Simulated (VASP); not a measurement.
# CdSe (F-43m) in VASP: further runs

CdSe is run at these levels: r2SCAN; tasks: single point.

Everything below comes from runs of VASP 6.6.1. Logs are shortened: lines on timing, memory, paths and dates and some standing lists are left out, and cuts for length are marked.

## (1) The cell of the first run

It takes space group F-43m (No. 216, cubic). Conventional cell: a = 6.015 Å, b = 6.015 Å, c = 6.015 Å, α = 90.00°, β = 90.00°, γ = 90.00°. Within 3.4 Å of Cd (site symmetry -43m) lie 4 Se at 2.60 Å. Se (site symmetry -43m) has 4 Cd at 2.60 Å within 3.4 Å.

## (2) Single point, r2SCAN

The input, POSCAR:

```
CdSe
1.0
    0.0000000000      3.0075948216      3.0075948216
    3.0075948216      0.0000000000      3.0075948216
    3.0075948216      3.0075948216      0.0000000000
Cd Se
1 1
Direct
    0.0000000000      0.0000000000      0.0000000000
    0.7500000000      0.7500000000      0.7500000000
```

The input, INCAR.step1:

```
  PREC = Accurate
  ENCUT = 520
  ISMEAR = 0
  SIGMA = 0.01
  LREAL = False
  LASPH = True
  NELM = 80
  NBANDS = 16
  GGA = PE
  ALGO = Normal
  EDIFF = 1E-4
  LWAVE = True
  LCHARG = False
```

The input, INCAR.step2:

```
  PREC = Accurate
  ENCUT = 520
  EDIFF = 1E-6
  ISMEAR = 0
  SIGMA = 0.01
  LREAL = False
  LASPH = True
  NELM = 80
  ALGO = Normal
  ISIF = 2
  LWAVE = False
  LCHARG = True
  METAGGA = R2SCAN
  LMIXTAU = True
  LELF = True
  LVHAR = True
  NBANDS = 16
  ISTART = 1
```

The input, KPOINTS:

```
regular mesh
0
Gamma
  6 6 6
```

Potentials or basis: VASP PAW PBE potentials, release 64 (Cd, Se).

The run is started by

```bash
$ cat potpaw_PBE.64/Cd/POTCAR potpaw_PBE.64/Se/POTCAR > POTCAR
$ cp INCAR.step1 INCAR
$ mpirun -np 1 vasp_std > vasp.out
$ cp INCAR.step2 INCAR
$ mpirun -np 1 vasp_std > vasp.out
```

OUTCAR:

```text
PREC = Accurate
   ENCUT = 520
   EDIFF = 1E-6
   ISMEAR = 0
   LREAL = False
   LASPH = True
   NELM = 80
   ISIF = 2
   METAGGA = R2SCAN
   ISTART = 1

 ion  position               nearest neighbor table
   1  0.000  0.000  0.000-   2 2.60   2 2.60   2 2.60   2 2.60
   2  0.750  0.750  0.750-   1 2.60   1 2.60   1 2.60   1 2.60

  LATTYP: Found a face centered cubic cell.
 ALAT       =     6.0151896432

  Lattice vectors:

 A1 = (   0.0000000000,   3.0075948216,   3.0075948216)
 A2 = (   3.0075948216,   0.0000000000,   3.0075948216)
 A3 = (   3.0075948216,   3.0075948216,   0.0000000000)

Analysis of symmetry for initial positions (statically):
=====================================================================
 Subroutine PRICEL returns:
 Original cell was already a primitive cell.

 Routine SETGRP: Setting up the symmetry group for a
 face centered cubic supercell.

 Subroutine GETGRP returns: Found 24 space group operations
 (whereof 24 operations were pure point group operations)
 out of a pool of 48 trial point group operations.

The static configuration has the point symmetry T_d .

Analysis of symmetry for dynamics (positions and initial velocities):
=====================================================================
 Subroutine PRICEL returns:
 Original cell was already a primitive cell.

 Routine SETGRP: Setting up the symmetry group for a
 face centered cubic supercell.

 Subroutine GETGRP returns: Found 24 space group operations
 (whereof 24 operations were pure point group operations)
 out of a pool of 48 trial point group operations.

The dynamic configuration has the point symmetry T_d .

 Subroutine INISYM returns: Found 24 space group operations
 (whereof 24 operations are pure point group operations),
 and found     1 'primitive' translations

----------------------------------------------------------------------------------------

                                     Primitive cell

  volume of cell :      54.4112

  direct lattice vectors                    reciprocal lattice vectors
     0.000000000  3.007594822  3.007594822    -0.166245798  0.166245798  0.166245798
     3.007594822  0.000000000  3.007594822     0.166245798 -0.166245798  0.166245798
     3.007594822  3.007594822  0.000000000     0.166245798  0.166245798 -0.166245798

  length of vectors
     4.253381387  4.253381387  4.253381387     0.287946168  0.287946168  0.287946168

  position of ions in fractional coordinates (direct lattice)
     0.000000000  0.000000000  0.000000000
     0.750000000  0.750000000  0.750000000

  ion indices of the primitive-cell ions
   primitive index   ion index
                 1           1
                 2           2

----------------------------------------------------------------------------------------

 KPOINTS: regular mesh

Automatic generation of k-mesh.
 Grid dimensions read from file:
 generate k-points for:    6    6    6

 Generating k-lattice:

  Cartesian coordinates                     Fractional coordinates (reciprocal lattice)
    -0.027707633  0.027707633  0.027707633     0.166666667  0.000000000  0.000000000
     0.027707633 -0.027707633  0.027707633     0.000000000  0.166666667  0.000000000
     0.027707633  0.027707633 -0.027707633     0.000000000  0.000000000  0.166666667

  Length of vectors
     0.047991028  0.047991028  0.047991028

  Shift w.r.t. Gamma in fractional coordinates (k-lattice)
     0.000000000  0.000000000  0.000000000

 Subroutine IBZKPT returns following result:
 ===========================================

 Found     16 irreducible k-points:

 Following reciprocal coordinates:
            Coordinates               Weight
  0.000000  0.000000  0.000000      1.000000
  0.166667  0.000000  0.000000      8.000000
  0.333333  0.000000  0.000000      8.000000
  0.500000  0.000000  0.000000      4.000000
  0.166667  0.166667  0.000000      6.000000
  0.333333  0.166667  0.000000     24.000000
[... 8 lines left out ...]
 -0.333333  0.333333  0.166667     24.000000
 -0.333333  0.500000  0.166667     12.000000
   k-points           NKPTS =     16   k-points in BZ     NKDIM =     16   number of bands    NBANDS=     16
   number of dos      NEDOS =    301   number of ions     NIONS =      2
   total plane-waves  NPLWV =  32768
   dimension x,y,z NGX =    32 NGY =   32 NGZ =   32
   dimension x,y,z NGXF=    64 NGYF=   64 NGZF=   64
   ions per type =               1   1
   NGX,Y,Z   is equivalent  to a cutoff of  12.51, 12.51, 12.51 a.u.
   NGXF,Y,Z  is equivalent  to a cutoff of  25.01, 25.01, 25.01 a.u.
 SYSTEM =  unknown system
   PREC   = accura    normal or accurate (medium, high low for compatibility)
   ISTART =      1    job   : 0-new  1-cont  2-samecut
   ICHARG =      0    charge: 1-file 2-atom 10-const
   ISPIN  =      1    spin polarized calculation?
   LNONCOLLINEAR =      F non collinear calculations
   LSORBIT =      F    spin-orbit coupling
   LASPH  =      T    aspherical Exc in radial PAW
   ENCUT  =  520.0 eV  38.22 Ry    6.18 a.u.   7.91  7.91  7.91*2*pi/ulx,y,z
   NELM   =     80;   NELMIN=  2; NELMDL=  0     # of ELM steps
   EDIFF  = 0.1E-05   stopping-criterion for ELM
   LREAL  =      F    real-space projection
   EDIFFG = 0.1E-04   stopping-criterion for IOM
   NSW    =      0    number of steps for IOM
   IBRION =     -1    ionic relax: 0-MD 1-quasi-New 2-CG
   NFREE  =      0    steps in history (QN), initial steepest desc. (CG)
   ISIF   =      2    stress and relaxation
   ISYM   =      2    0-nonsym 1-usesym 2-fastsym
   POTIM  = 0.5000    time-step for ionic-motion
   TEBEG  =    0.0;   TEEND  =   0.0 temperature during run
   PSTRESS=    0.0 pullay stress
   NELECT =      18.0000    total number of electrons
   NUPDOWN=      -1.0000    fix difference up-down
   EMIN   =  10.00;   EMAX   =-10.00  energy-range for DOS
   EFERMI =   0.00;   METHOD = LEGACY
   ISMEAR =     0;   SIGMA  =   0.01  broadening in eV -4-tet -1-fermi 0-gaus
   EFERMI_NEDOS =   21; number of points for ismear=-14 and -15
   IALGO  =     38    algorithm
   IMIX   =      4    mixing-type and parameters
     AMIX     =   0.40;   BMIX     =  1.00
     AMIX_MAG =   1.60;   BMIX_MAG =  1.00
  volume/ion in A,a.u.               =      27.21       183.59
  Fermi-wavevector in a.u.,A,eV,Ry     =   1.132234  2.139613 17.442053  1.281955
  Thomas-Fermi vector in A             =   2.268935
   LORBIT       =      0    0 simple, 1 ext, 2 COOP (PROOUT), +10 PAW based schemes
   METAGGA = R2SCAN    functional components
   LHFCALC =     F    Hartree Fock is set to
   AEXX    =    0.0000 exact exchange contribution
   IVDW    =     0    specifies the selected vdW correction
   LEPSILON=     F    determine dielectric tensor
   LRPA    =     F    only Hartree local field effects (RPA)
 non-spin polarized calculation
 Gauss-broadening in eV      SIGMA  =   0.01
  energy-cutoff  :      520.00
  volume of cell :       54.41
 maximum number of plane-waves:      1484
   NGX = 15   NGY = 15   NGZ = 15

 number of electron      17.9999992 magnetization

 Free energy of the ion-electron system (eV)
  ---------------------------------------------------
  ext. energy  EPLUGINS =         0.00000000
  ---------------------------------------------------
  free energy    TOTEN  =       -35.87345370 eV

  energy without entropy =      -35.87345370  energy(sigma->0) =      -35.87345370

 E-fermi :   1.0230     XC(G=0):  -9.5886

 val. band max:        0.9193060397   @ k =   0.0000   0.0000   0.0000
 cond. band min:       2.0793172331   @ k =   0.0000   0.0000   0.0000
 fundamental gap:      1.1600111934
 Fermi energy:         1.0229551504

 k-point     1 :       0.0000    0.0000    0.0000
  band No.  band energies     occupation
      1     -12.3026      2.00000
      2      -7.3683      2.00000
      3      -7.3683      2.00000
      4      -7.3683      2.00000
      5      -6.9254      2.00000
      6      -6.9254      2.00000
[... 8 lines left out ...]
     15      12.6470      0.00000
     16      12.6470      0.00000

 k-point     2 :       0.1667    0.0000    0.0000
  band No.  band energies     occupation
      1     -12.2012      2.00000
      2      -7.3350      2.00000
      3      -7.3350      2.00000
      4      -7.2695      2.00000
      5      -6.9263      2.00000
      6      -6.9263      2.00000
[... 8 lines left out ...]
     15      11.6002      0.00000
     16      12.0511      0.00000

 k-point     3 :       0.3333    0.0000    0.0000
  band No.  band energies     occupation
      1     -11.9953      2.00000
      2      -7.2787      2.00000
      3      -7.2787      2.00000
      4      -6.9255      2.00000
      5      -6.9141      2.00000
      6      -6.9141      2.00000
[... 8 lines left out ...]
     15      12.1163      0.00000
     16      12.1163      0.00000

 k-point     4 :       0.5000    0.0000    0.0000
  band No.  band energies     occupation
      1     -11.8914      2.00000
      2      -7.2578      2.00000
      3      -7.2578      2.00000
      4      -6.8989      2.00000
      5      -6.8989      2.00000
      6      -6.5939      2.00000
[... 8 lines left out ...]
     15      13.8515      0.00000
     16      13.8515      0.00000
[... 172 lines left out ...]
 k-point    14 :       0.5000    0.3333    0.1667
  band No.  band energies     occupation
      1     -11.8622      2.00000
      2      -7.1975      2.00000
      3      -7.1882      2.00000
      4      -7.0070      2.00000
      5      -6.8954      2.00000
      6      -6.6653      2.00000
[... 8 lines left out ...]
     15      13.9412      0.00000
     16      14.8471      0.00000

 k-point    15 :      -0.3333    0.3333    0.1667
  band No.  band energies     occupation
      1     -11.7954      2.00000
      2      -7.1875      2.00000
      3      -7.1578      2.00000
      4      -6.9623      2.00000
      5      -6.9137      2.00000
      6      -6.4409      2.00000
[... 8 lines left out ...]
     15      13.5980      0.00000
     16      14.7906      0.00000

 k-point    16 :      -0.3333    0.5000    0.1667
  band No.  band energies     occupation
      1     -11.7628      2.00000
      2      -7.1506      2.00000
      3      -7.1231      2.00000
      4      -7.0012      2.00000
      5      -6.8944      2.00000
      6      -6.4097      2.00000
[... 8 lines left out ...]
     15      14.5748      0.00000
     16      14.7326      0.00000

------------------------ aborting loop because EDIFF is reached ----------------------------------------

  FORCE on cell =-STRESS in cart. coord.  units (eV):
  Direction    XX          YY          ZZ          XY          YZ          ZX
  --------------------------------------------------------------------------------------
  -------------------------------------------------------------------------------------
  Total        1.2816783      1.2816783      1.2816783      0.0000000      0.0000000      0.0000000
  in kB       37.7399783     37.7399783     37.7399783      0.0000000      0.0000000      0.0000000
  external PRESSURE =      37.7399783 kB  Pullay stress =       0.0000000 kB

 VOLUME and BASIS-vectors are now :
 -----------------------------------------------------------------------------
  energy-cutoff  :      520.00
  volume of cell :       54.41
      direct lattice vectors                 reciprocal lattice vectors
     0.000000000  3.007594822  3.007594822    -0.166245798  0.166245798  0.166245798
     3.007594822  0.000000000  3.007594822     0.166245798 -0.166245798  0.166245798
     3.007594822  3.007594822  0.000000000     0.166245798  0.166245798 -0.166245798

 POSITION                                       TOTAL-FORCE (eV/Angst)
 -----------------------------------------------------------------------------------
      0.00000      0.00000      0.00000         0.000000      0.000000      0.000000
      4.51139      4.51139      4.51139        -0.000000     -0.000000     -0.000000
 -----------------------------------------------------------------------------------
    total drift:                                0.000000      0.000000      0.000000

  FREE ENERGIE OF THE ION-ELECTRON SYSTEM (eV)
  ---------------------------------------------------
  free  energy   TOTEN  =       -35.8734536957 eV

  energy  without entropy=      -35.8734536957  energy(sigma->0) =      -35.87345370
```

It took 30 s on 1 thread of AMD EPYC 9R45 (Zen 5), shared host; peak memory 0.16 GiB.

What came out:

```yaml
Free_energy: -35.8735 eV
Pressure: 3.8 GPa
Band_gap_on_the_k_mesh: 1.16 eV, direct
```

Levels at points of the mesh, in eV from the valence-band top:
| k point | band 5 | band 6 | band 7 | band 8 | band 9 | band 10 | band 11 | band 12 | band 13 | band 14 |
| --- | --- | --- | --- | --- | --- | --- | --- | --- | --- | --- |
| (0.00, 0.00, 0.00) | -7.84 | -7.84 | 0.00 | 0.00 | 0.00 | 1.16 | 6.47 | 6.47 | 6.47 | 10.48 |
| (0.50, 0.00, 0.00) | -7.82 | -7.51 | -4.64 | -0.81 | -0.81 | 2.91 | 6.93 | 6.93 | 7.92 | 10.72 |
| (0.50, 0.50, 0.00) | -7.78 | -7.44 | -4.25 | -2.01 | -2.01 | 3.39 | 4.18 | 9.88 | 11.17 | 11.17 |

Caveat: the PAW data sets were made with another functional, which shifts forces and pressure a little.

## (3) Single point, r2SCAN

This run uses another cell than the first one, of 27.78 Å³/atom, 1.021 times its volume.

The input, POSCAR:

```
CdSe
1.0
    0.0000000000      3.0287757647      3.0287757647
    3.0287757647      0.0000000000      3.0287757647
    3.0287757647      3.0287757647      0.0000000000
Cd Se
1 1
Direct
    0.0000000000      0.0000000000      0.0000000000
    0.7500000000      0.7500000000      0.7500000000
```

The input, INCAR.step1:

```
SYSTEM = CdSe
ALGO = Normal ; EDIFF = 1E-4
ENCUT = 520 ; GGA = PE
ISMEAR = 0 ; LASPH = .TRUE.
LCHARG = .FALSE. ; LREAL = .FALSE.
LWAVE = .TRUE. ; NBANDS = 16
NELM = 100 ; PREC = Accurate
SIGMA = 0.01
```

The input, INCAR.step2:

```
SYSTEM = CdSe
ALGO = Normal ; EDIFF = 1E-6
ENCUT = 520 ; ISIF = 2
ISMEAR = 0 ; ISTART = 1
LASPH = .TRUE. ; LCHARG = .FALSE.
LMIXTAU = .TRUE. ; LREAL = .FALSE.
LWAVE = .FALSE. ; METAGGA = R2SCAN
NBANDS = 16 ; NELM = 100
PREC = Accurate ; SIGMA = 0.01
```

The input, KPOINTS:

```
k-points
0
G
  6 6 6
  0 0 0
```

Potentials or basis: VASP PAW PBE potentials, release 64 (Cd, Se).

The run is started by

```bash
$ cat potpaw_PBE.64/Cd/POTCAR potpaw_PBE.64/Se/POTCAR > POTCAR
$ cp INCAR.step1 INCAR
$ mpirun -np 1 vasp_std > vasp.out
$ cp INCAR.step2 INCAR
$ mpirun -np 1 vasp_std > vasp.out
```

Run time: 30 s. Hardware: 1 thread of AMD EPYC 9R45 (Zen 5), shared host; peak memory 0.15 GiB.

The run converged. Its results:

```yaml
Free_energy: -35.8957 eV
Pressure: 2.4 GPa
Band_gap_on_the_k_mesh: 1.11 eV, direct
```

Levels at points of the mesh, in eV from the valence-band top:
```csv
k point,band 7,band 8,band 9,band 10,band 11,band 12
"(0.00, 0.00, 0.00)",0.00,0.00,0.00,1.11,6.47,6.47
"(0.50, 0.00, 0.00)",-4.50,-0.78,-0.78,2.88,6.93,6.93
"(0.50, 0.50, 0.00)",-4.15,-1.93,-1.93,3.43,4.17,9.77
```

Caveat: the PAW data sets were made with another functional, which shifts forces and pressure a little. r2SCAN opens gaps a little over a GGA but as a rule still falls short of measured ones.

## (4) Single point, r2SCAN

This run uses another cell than the first one, of 28.36 Å³/atom, 1.043 times its volume.

The input, POSCAR:

```
CdSe
1.0
    0.0000000000      3.0496645335      3.0496645335
    3.0496645335      0.0000000000      3.0496645335
    3.0496645335      3.0496645335      0.0000000000
Cd Se
1 1
Direct
    0.0000000000      0.0000000000      0.0000000000
    0.7500000000      0.7500000000      0.7500000000
```

The input, INCAR.step1:

```
SYSTEM = CdSe
ALGO = Normal
EDIFF = 1E-4
ENCUT = 520
GGA = PE
ISMEAR = 0
LASPH = .TRUE.
LCHARG = .FALSE.
LREAL = .FALSE.
LWAVE = .TRUE.
NBANDS = 16
NELM = 100
PREC = Accurate
SIGMA = 0.01
```

The input, INCAR.step2:

```
SYSTEM = CdSe
ALGO = Normal
EDIFF = 1E-6
ENCUT = 520
ISIF = 2
ISMEAR = 0
ISTART = 1
LASPH = .TRUE.
LCHARG = .FALSE.
LMIXTAU = .TRUE.
LREAL = .FALSE.
LWAVE = .FALSE.
METAGGA = R2SCAN
NBANDS = 16
NELM = 100
PREC = Accurate
SIGMA = 0.01
```

KPOINTS is that of step 3.

The run is started by

```bash
$ cat potpaw_PBE.64/Cd/POTCAR potpaw_PBE.64/Se/POTCAR > POTCAR
$ cp INCAR.step1 INCAR
$ mpirun -np 1 vasp_std > vasp.out
$ cp INCAR.step2 INCAR
$ mpirun -np 1 vasp_std > vasp.out
```

Run time: 30 s. Hardware: 1 thread of AMD EPYC 9R45 (Zen 5), shared host; peak memory 0.16 GiB.

It converged, with:

| Quantity | Value |
| --- | --- |
| Free energy | -35.9086 eV |
| Pressure | 1.2 GPa |
| Band gap on the k mesh | 1.07 eV, direct |

Levels at points of the mesh, in eV from the valence-band top:
```csv
k point,band 7,band 8,band 9,band 10,band 11,band 12
"(0.00, 0.00, 0.00)",0.00,0.00,0.00,1.07,6.47,6.47
"(0.50, 0.00, 0.00)",-4.38,-0.75,-0.75,2.85,6.92,6.92
"(0.50, 0.50, 0.00)",-4.05,-1.86,-1.86,3.47,4.15,9.65
```

Caveat: the PAW data sets were made with another functional, which shifts forces and pressure a little. r2SCAN opens gaps a little over a GGA but as a rule still falls short of measured ones.

## (5) Summary

| cell | gap on the mesh (eV) | pressure (GPa) |
| --- | --- | --- |
| a = 4.253 Å, angles 60.0°, 2 atoms | 1.16 | 3.8 |
| a = 4.283 Å, angles 60.0°, 2 atoms | 1.11 | 2.4 |
| a = 4.313 Å, angles 60.0°, 2 atoms | 1.07 | 1.2 |

Alike in all rows: task single point; level r2SCAN; potentials or basis VASP PAW PBE potentials, release 64 (Cd, Se); no spin polarisation; k mesh 6 × 6 × 6; cutoff (eV) 520; smearing gaussian 0.01 eV.

Caveats: the PAW data sets were made with another functional, which shifts forces and pressure a little.

Total energies depend on the potentials used, so only differences within one code and one set of settings carry meaning.
